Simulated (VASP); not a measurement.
The system is MgO.

```
Mg O
1.0
     3.24026    0.00000    0.00000
    -1.62013    2.80615    0.00000
     0.00000    0.00000    4.88116
Mg O
2 2
Direct
  0.66667 0.33333 0.50216
  0.33333 0.66667 0.00216
  0.66667 0.33333 0.90244
  0.33333 0.66667 0.40244
```

This cell differs from its parent crystal: volume scaled by 0.94.

Base run:

```yaml
Program: VASP 6.6.1
Functional: PBEsol
Potentials_or_basis: VASP PAW PBE potentials, release 64 (Mg, O)
Cutoff: 520 eV
k_mesh: 9 × 9 × 6
Occupations: fermi-dirac, width 0.05 eV
Spin: no spin polarisation
```

Its results: band gap on the k mesh 3.69 eV, direct; pressure 8.8 GPa; largest force 0.055 eV/Å.

**Question.** The run is repeated on the same cell with these changes: functional from PBEsol to LDA; potentials or basis from VASP PAW PBE potentials, release 64 (Mg, O) to VASP PAW LDA potentials, release 64 (Mg, O). What comes out?

**Answer.** Band gap on the k mesh 3.71 eV, direct; pressure 2.7 GPa; largest force 0.020 eV/Å.

Caveats: the PAW data sets were made with another functional, which shifts forces and pressure a little (some runs).

A k mesh can miss the band edges.
